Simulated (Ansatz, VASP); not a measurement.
## Ti: VASP beside Ansatz

```
CELL_PARAMETERS angstrom
4.56044 0.00000 0.00000
-2.28022 3.94946 0.00000
0.00000 0.00000 2.82678
ATOMIC_POSITIONS crystal
Ti 0.00000 0.00000 0.00000
Ti 0.33333 0.66667 0.50000
Ti 0.66667 0.33333 0.50000
```

Change from the starting cell: equal strain along all axes, cell held, atoms relaxed: +1.0 %.

Alike in both runs: task single point; functional PBEsol; k mesh 12 × 12 × 18; occupations gaussian, width 0.1 eV; no spin polarisation.

|  | VASP | Ansatz |
| --- | --- | --- |
| version | VASP 6.6.1 | Ansatz 0.2.0 |
| potentials or method | VASP PAW PBE potentials, release 64 (Ti_sv), cutoff 520 eV | scalar-relativistic, plane waves, PAW |
| valence electrons in the cell | 36 | 36 |

```csv
,VASP,Ansatz,Ansatz less VASP
gap on the k mesh at the Fermi level (eV),none,none,-
pressure (GPa),-3.7,-3.4,+0.31
"traceless stress, the component that is largest in VASP (GPa)",-0.09,-0.09,-0.005
```

VASP's potentials were made for PBE, not for PBEsol. A gap of «none» marks a metal or a gap that the smearing closes. The functional is the same, so the differences come from potentials, cutoffs and numerics.
